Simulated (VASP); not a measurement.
Si: single point with PBE

The system is Si.

```
Si
1.0
     0.00000    2.84217    2.84217
     2.84217    0.00000    2.84217
     2.84217    2.84217    0.00000
Si
2
Direct
  0.25000 0.25000 0.25000
  0.00000 0.00000 0.00000
```

This cell differs from its parent crystal: strain +4.4%.

```yaml
Program: VASP 6.6.1
Task: single point
Functional: PBE
Potentials_or_basis: VASP PAW PBE potentials, release 64 (Si)
Cutoff: 520 eV
k_mesh: 4 × 4 × 4
Occupations: gaussian, width 0.01 eV
Spin: no spin polarisation
```

```
Pressure               : -7.7 GPa
Band gap on the k mesh : 0.93 eV, indirect (least direct gap 1.87 eV)
```

Levels at points of the mesh, in eV from the valence-band top:
```tsv
k point	band 1	band 2	band 3	band 4	band 5	band 6	band 7	band 8	band 9
(0.00, 0.00, 0.00)	-11.08	0.00	0.00	0.00	1.87	2.48	2.48	2.48	7.45
(0.50, 0.00, 0.00)	-9.07	-6.39	-1.08	-1.08	1.06	3.35	3.35	7.52	10.18
(0.50, 0.50, 0.00)	-7.41	-7.41	-2.51	-2.51	0.93	0.93	8.97	8.97	10.54
```

Run time: 3.6 s on 1 thread of Intel(R) Xeon(R) 6975P-C (Granite Rapids) (shared host), peak memory 0.15 GiB.

Caveat: the k points lie up to 0.48 Å⁻¹ apart; the cell differs from its parent crystal (strain +4.4%). A k mesh can miss the band edges.
